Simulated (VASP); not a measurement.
# Li5Sc (Amm2) in VASP: single point with PBE

Aim: the single point of Li5Sc with PBE.

Everything below comes from runs of VASP 6.6.1. Logs are shortened: lines on timing, memory, paths and dates and some standing lists are left out, and cuts for length are marked.

**1. The cell of the first run**

The typed cell holds 6 atoms: a = 4.952 Å, b = 5.324 Å, c = 5.324 Å, α = 120.04°, β = 90.00°, γ = 90.00°.

**2. Single point, PBE**

INCAR

```
SYSTEM = Li5Sc
  PREC = Accurate
  ENCUT = 520
  EDIFF = 1E-6
  ISMEAR = 0
  SIGMA = 0.1
  LREAL = .FALSE.
  LASPH = .TRUE.
  NELM = 100
  ALGO = Fast
  ISIF = 2
  LWAVE = .FALSE.
  LCHARG = .FALSE.
  GGA = PE
  NBANDS = 22
```

KPOINTS

```
regular mesh
0
G
  8 8 8
  0 0 0
```

POSCAR

```
Li5Sc
1.0
    4.9518753605      0.0000000000      0.0000000000
    0.0000000000      4.6115720559      2.6603066309
    0.0000000000     -4.6115720559      2.6603066309
Li Sc
5 1
Direct
    0.0000000000      0.3335372266      0.6668678191
    0.0000000000      0.6668678191      0.3335372266
    0.5000000000      0.6354389424      0.6354389424
    0.5000000000      0.3638660951      0.9999410555
    0.5000000000      0.9999410555      0.3638660951
    0.0000000000      0.0001154907      0.0001154907
```

Potentials or basis: VASP PAW PBE potentials, release 64 (Li_sv, Sc_sv).

The run is started by

```console
cat potpaw_PBE.64/Li_sv/POTCAR potpaw_PBE.64/Sc_sv/POTCAR > POTCAR
mpirun -np 1 vasp_std > vasp.out
```

OUTCAR:

```text
SYSTEM = Li5Sc
   PREC = Accurate
   ENCUT = 520
   EDIFF = 1E-6
   ISMEAR = 0
   LREAL = .FALSE.
   LASPH = .TRUE.
   NELM = 100
   ISIF = 2
   GGA = PE

 ion  position               nearest neighbor table
   1  0.000  0.334  0.667-
   2  0.000  0.667  0.334-
   3  0.500  0.635  0.635-
   4  0.500  0.364  1.000-
   5  0.500  1.000  0.364-
   6  0.000  0.000  0.000-

  LATTYP: Found a base centered orthorhombic cell.
 ALAT       =     5.3206132618
 B/A-ratio  =     1.7334738794
 C/A-ratio  =     0.9306963534

  Lattice vectors:

 A1 = (   0.0000000000,   4.6115720559,   2.6603066309)
 A2 = (   0.0000000000,  -4.6115720559,   2.6603066309)
 A3 = (   4.9518753605,   0.0000000000,   0.0000000000)

Analysis of symmetry for initial positions (statically):
=====================================================================
 Subroutine PRICEL returns:
 Original cell was already a primitive cell.

 Routine SETGRP: Setting up the symmetry group for a
 base centered orthorhombic supercell.

 Subroutine GETGRP returns: Found  4 space group operations
 (whereof  4 operations were pure point group operations)
 out of a pool of  8 trial point group operations.

The static configuration has the point symmetry C_2v.

Analysis of symmetry for dynamics (positions and initial velocities):
=====================================================================
 Subroutine PRICEL returns:
 Original cell was already a primitive cell.

 Routine SETGRP: Setting up the symmetry group for a
 base centered orthorhombic supercell.

 Subroutine GETGRP returns: Found  4 space group operations
 (whereof  4 operations were pure point group operations)
 out of a pool of  8 trial point group operations.

The dynamic configuration has the point symmetry C_2v.

 Subroutine INISYM returns: Found  4 space group operations
 (whereof  4 operations are pure point group operations),
 and found     1 'primitive' translations

----------------------------------------------------------------------------------------

                                     Primitive cell

  volume of cell :     121.5012

  direct lattice vectors                    reciprocal lattice vectors
     4.951875360  0.000000000  0.000000000     0.201943693  0.000000000  0.000000000
     0.000000000  4.611572056  2.660306631     0.000000000  0.108422897  0.187948259
     0.000000000 -4.611572056  2.660306631     0.000000000 -0.108422897  0.187948259

  length of vectors
     4.951875360  5.323892204  5.323892204     0.201943693  0.216979429  0.216979429

  position of ions in fractional coordinates (direct lattice)
     0.000000000  0.333537227  0.666867819
     0.000000000  0.666867819  0.333537227
     0.500000000  0.635438942  0.635438942
     0.500000000  0.363866095  0.999941056
     0.500000000  0.999941056  0.363866095
     0.000000000  0.000115491  0.000115491

  ion indices of the primitive-cell ions
   primitive index   ion index
                 1           1
                 2           2
                 3           3
                 4           4
                 5           5
                 6           6

----------------------------------------------------------------------------------------

 KPOINTS: regular mesh

Automatic generation of k-mesh.
 Grid dimensions read from file:
 generate k-points for:    8    8    8

 Generating k-lattice:

  Cartesian coordinates                     Fractional coordinates (reciprocal lattice)
     0.025242962  0.000000000  0.000000000     0.125000000  0.000000000  0.000000000
     0.000000000  0.013552862  0.023493532     0.000000000  0.125000000  0.000000000
     0.000000000 -0.013552862  0.023493532     0.000000000  0.000000000  0.125000000

  Length of vectors
     0.025242962  0.027122429  0.027122429

  Shift w.r.t. Gamma in fractional coordinates (k-lattice)
     0.000000000  0.000000000  0.000000000

 Subroutine IBZKPT returns following result:
 ===========================================

 Found    105 irreducible k-points:

 Following reciprocal coordinates:
            Coordinates               Weight
  0.000000  0.000000  0.000000      1.000000
  0.125000  0.000000  0.000000      2.000000
  0.250000  0.000000  0.000000      2.000000
  0.375000  0.000000  0.000000      2.000000
  0.500000  0.000000  0.000000      1.000000
  0.000000  0.125000  0.000000      4.000000
[... 16 lines left out ...]
  0.250000  0.500000  0.000000      4.000000
  0.375000  0.500000  0.000000      4.000000
 [... further k-points ...]
   k-points           NKPTS =    105   k-points in BZ     NKDIM =    105   number of bands    NBANDS=     22
   number of dos      NEDOS =    301   number of ions     NIONS =      6
   total plane-waves  NPLWV =  64000
   dimension x,y,z NGX =    40 NGY =   40 NGZ =   40
   dimension x,y,z NGXF=    80 NGYF=   80 NGZF=   80
   ions per type =               5   1
   NGX,Y,Z   is equivalent  to a cutoff of  13.43, 12.49, 12.49 a.u.
   NGXF,Y,Z  is equivalent  to a cutoff of  26.86, 24.98, 24.98 a.u.
 SYSTEM =  Li5Sc
   PREC   = accura    normal or accurate (medium, high low for compatibility)
   ISTART =      0    job   : 0-new  1-cont  2-samecut
   ICHARG =      2    charge: 1-file 2-atom 10-const
   ISPIN  =      1    spin polarized calculation?
   LNONCOLLINEAR =      F non collinear calculations
   LSORBIT =      F    spin-orbit coupling
   LASPH  =      T    aspherical Exc in radial PAW
   ENCUT  =  520.0 eV  38.22 Ry    6.18 a.u.   9.21  9.90  9.90*2*pi/ulx,y,z
   NELM   =    100;   NELMIN=  2; NELMDL= -5     # of ELM steps
   EDIFF  = 0.1E-05   stopping-criterion for ELM
   LREAL  =      F    real-space projection
   EDIFFG = 0.1E-04   stopping-criterion for IOM
   NSW    =      0    number of steps for IOM
   IBRION =     -1    ionic relax: 0-MD 1-quasi-New 2-CG
   NFREE  =      0    steps in history (QN), initial steepest desc. (CG)
   ISIF   =      2    stress and relaxation
   ISYM   =      2    0-nonsym 1-usesym 2-fastsym
   POTIM  = 0.5000    time-step for ionic-motion
   TEBEG  =    0.0;   TEEND  =   0.0 temperature during run
   PSTRESS=    0.0 pullay stress
   NELECT =      26.0000    total number of electrons
   NUPDOWN=      -1.0000    fix difference up-down
   EMIN   =  10.00;   EMAX   =-10.00  energy-range for DOS
   EFERMI =   0.00;   METHOD = LEGACY
   ISMEAR =     0;   SIGMA  =   0.10  broadening in eV -4-tet -1-fermi 0-gaus
   EFERMI_NEDOS =   21; number of points for ismear=-14 and -15
   IALGO  =     68    algorithm
   IMIX   =      4    mixing-type and parameters
     AMIX     =   0.40;   BMIX     =  1.00
     AMIX_MAG =   1.60;   BMIX_MAG =  1.00
  volume/ion in A,a.u.               =      20.25       136.66
  Fermi-wavevector in a.u.,A,eV,Ry     =   0.979202  1.850424 13.045775  0.958837
  Thomas-Fermi vector in A             =   2.110037
   LORBIT       =      0    0 simple, 1 ext, 2 COOP (PROOUT), +10 PAW based schemes
   GGA     = PE    functional components
   LHFCALC =     F    Hartree Fock is set to
   AEXX    =    0.0000 exact exchange contribution
   IVDW    =     0    specifies the selected vdW correction
   LEPSILON=     F    determine dielectric tensor
   LRPA    =     F    only Hartree local field effects (RPA)
 non-spin polarized calculation
 RMM-DIIS sequential band-by-band and
 Gauss-broadening in eV      SIGMA  =   0.10
  energy-cutoff  :      520.00
  volume of cell :      121.50
 maximum number of plane-waves:      3300
 NGX is ok and might be reduce to    40
   NGX = 19   NGY = 19   NGZ = 19

 number of electron      26.0000012 magnetization

 Free energy of the ion-electron system (eV)
  ---------------------------------------------------
  ext. energy  EPLUGINS =         0.00000000
  ---------------------------------------------------
  free energy    TOTEN  =       -14.88079933 eV

  energy without entropy =      -14.85380707  energy(sigma->0) =      -14.86730320

 E-fermi :   1.2745     XC(G=0):  -7.7499

 val. band max:        1.2743476531   @ k =   0.3750  -0.1250   0.1250
 cond. band min:       1.2786374812   @ k =   0.0000   0.0000   0.0000
 fundamental gap:      0.0042898281
 Fermi energy:         1.2744967449

 k-point     1 :       0.0000    0.0000    0.0000
  band No.  band energies     occupation
      1     -49.1325      2.00000
      2     -44.8969      2.00000
      3     -44.8812      2.00000
      4     -44.8808      2.00000
      5     -44.5803      2.00000
      6     -44.5716      2.00000
[... 14 lines left out ...]
     21       5.3402      0.00000
     22       5.3412      0.00000

 k-point     2 :       0.1250    0.0000    0.0000
  band No.  band energies     occupation
      1     -49.1325      2.00000
      2     -44.8969      2.00000
      3     -44.8813      2.00000
      4     -44.8808      2.00000
      5     -44.5804      2.00000
      6     -44.5716      2.00000
[... 14 lines left out ...]
     21       5.3274      0.00000
     22       5.3284      0.00000

 k-point     3 :       0.2500    0.0000    0.0000
  band No.  band energies     occupation
      1     -49.1325      2.00000
      2     -44.8969      2.00000
      3     -44.8813      2.00000
      4     -44.8808      2.00000
      5     -44.5805      2.00000
      6     -44.5716      2.00000
[... 14 lines left out ...]
     21       5.2774      0.00000
     22       5.2784      0.00000
[... 476 lines left out ...]
 k-point    23 :       0.2500    0.5000    0.0000
  band No.  band energies     occupation
      1     -49.1324      2.00000
      2     -44.8905      2.00000
      3     -44.8867      2.00000
      4     -44.8818      2.00000
      5     -44.5776      2.00000
      6     -44.5746      2.00000
[... 14 lines left out ...]
     21       6.0966      0.00000
     22       6.9589      0.00000

 k-point    24 :       0.3750    0.5000    0.0000
  band No.  band energies     occupation
      1     -49.1324      2.00000
      2     -44.8904      2.00000
      3     -44.8867      2.00000
      4     -44.8819      2.00000
      5     -44.5777      2.00000
      6     -44.5747      2.00000
[... 14 lines left out ...]
     21       6.0616      0.00000
     22       6.1615      0.00000

 [... further k-points ...]
[... 5 lines left out ...]
  --------------------------------------------------------------------------------------
  -------------------------------------------------------------------------------------
  Total       -0.0398054     -0.0540120     -0.0473895      0.0000000      0.0000000      0.0000000
  in kB       -0.5248941     -0.7122298     -0.6249027      0.0000000      0.0000000      0.0000000
  external PRESSURE =      -0.6206756 kB  Pullay stress =       0.0000000 kB

 VOLUME and BASIS-vectors are now :
 -----------------------------------------------------------------------------
  energy-cutoff  :      520.00
  volume of cell :      121.50
      direct lattice vectors                 reciprocal lattice vectors
     4.951875360  0.000000000  0.000000000     0.201943693  0.000000000  0.000000000
     0.000000000  4.611572056  2.660306631     0.000000000  0.108422897  0.187948259
     0.000000000 -4.611572056  2.660306631     0.000000000 -0.108422897  0.187948259

 POSITION                                       TOTAL-FORCE (eV/Angst)
 -----------------------------------------------------------------------------------
      0.00000     -1.53718      2.66138         0.000000     -0.000978     -0.000641
      0.00000      1.53718      2.66138         0.000000      0.000978     -0.000641
      2.47594      0.00000      3.38092         0.000000     -0.000000      0.004326
      2.47594     -2.93331      3.62815         0.000000      0.000844     -0.001621
      2.47594      2.93331      3.62815         0.000000     -0.000844     -0.001621
      0.00000      0.00000      0.00061         0.000000     -0.000000      0.000198
 -----------------------------------------------------------------------------------
    total drift:                                0.000000     -0.000000      0.000180

  FREE ENERGIE OF THE ION-ELECTRON SYSTEM (eV)
  ---------------------------------------------------
  free  energy   TOTEN  =       -14.8807993322 eV

  energy  without entropy=      -14.8538070660  energy(sigma->0) =      -14.86730320
```

Run time: 6.3 min. Hardware: 1 thread of Intel Xeon 6975P-C (Granite Rapids), shared host; peak memory 0.41 GiB.

Results:

```
Free energy            : -14.8808 eV
Largest force          : 0.004 eV/Å
Band gap on the k mesh : zero (band 13 reaches 1.54 eV, above the bottom of band 14 at 0.77 eV)
```

Forces in eV/Å, atoms in the order of the input:
```
Li   0.000 -0.001 -0.001
Li   0.000  0.001 -0.001
Li   0.000  0.000  0.004
Li   0.000  0.001 -0.002
Li   0.000 -0.001 -0.002
Sc   0.000  0.000  0.000
```

Caveat: the cutoff is under 1.25 times the usual one of these potentials, so pressure, stress and relaxed cells hold a basis-set (Pulay) error.
